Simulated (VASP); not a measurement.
Crystal: Ca.

```
Ca
1.0
     0.00000    2.79420    2.79420
     2.79420    0.00000    2.79420
     2.79420    2.79420    0.00000
Ca
1
Cartesian
  0.0000 0.0000 0.0000
```

- Program: VASP 6.6.1
- Task: relaxation of cell and atoms
- Functional: PBE
- Potentials or basis: VASP PAW PBE potentials, release 64 (Ca_sv)
- Cutoff: 500 eV
- k mesh: 13 × 13 × 13
- Occupations: gaussian, width 0.02 eV
- Spin: no spin polarisation

At the start: pressure -0.6 GPa; volume 43.63 Å³/atom.

How do energy, volume and symmetry change on relaxing?

Over 3 steps the energy falls by 2.6 meV/atom and the volume is 42.19 Å³/atom (-3.3 %); space group Fm-3m (No. 225, to 0.1 Å) before and after.

The path:
```csv
step,energy change (eV),largest force (eV/Å),pressure (GPa),volume (Å³)
1,0.0000,0.0000,-0.56,43.63
2,-0.0023,0.0000,-0.20,42.68
3,-0.0026,0.0000,0.00,42.19
```

Final structure:
```xyz
1
Lattice="0.0000 2.7630 2.7630 2.7630 0.0000 2.7630 2.7630 2.7630 0.0000" Properties=species:S:1:pos:R:3 pbc="T T T"
Ca    0.0000    0.0000    0.0000
```
